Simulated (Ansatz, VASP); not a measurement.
## One calculation of Si2W, two programs

```
CELL_PARAMETERS angstrom
4.69071 0.00000 0.00000
-2.34536 4.06228 0.00000
0.00000 0.00000 6.43237
ATOMIC_POSITIONS crystal
Si 0.80506 0.61013 0.50000
Si 0.19494 0.80506 0.83333
Si 0.61013 0.80506 0.16667
Si 0.19494 0.38987 0.50000
Si 0.80506 0.19494 0.83333
Si 0.38987 0.19494 0.16667
W 0.00000 0.50000 0.16667
W 0.50000 0.50000 0.83333
W 0.50000 0.00000 0.50000
```

Alike in both runs: task single point; functional PBE; k mesh 9 × 9 × 6; occupations gaussian, width 0.03 eV; no spin polarisation.

|  | VASP | Ansatz |
| --- | --- | --- |
| version | VASP 6.6.1 | Ansatz 0.2.0 |
| potentials or method | VASP PAW PBE potentials, release 64 (Si, W_sv), cutoff 520 eV | scalar-relativistic, plane waves, PAW |
| valence electrons in the cell | 66 | 66 |

Ansatz gave:

| Item | Value |
| --- | --- |
| gap on the k mesh at the Fermi level (eV) | 0.23 |
| least direct gap on the mesh (eV) | 0.36 |
| pressure (GPa) | 11.1 |
| traceless stress, the component that is largest in VASP (GPa) | 6.85 |
| rms of the force components (eV/Å) | 1.528 |

Which values does VASP return?

gap on the k mesh at the Fermi level (eV): 0.22; least direct gap on the mesh (eV): 0.36; pressure (GPa): 11.1; traceless stress, the component that is largest in VASP (GPa): 6.88; rms of the force components (eV/Å): 1.529.

Atom by atom the forces differ by 0.001 eV/Å (rms over components). The functional is the same, so the differences come from potentials, cutoffs and numerics.

Spin-orbit coupling is off throughout.
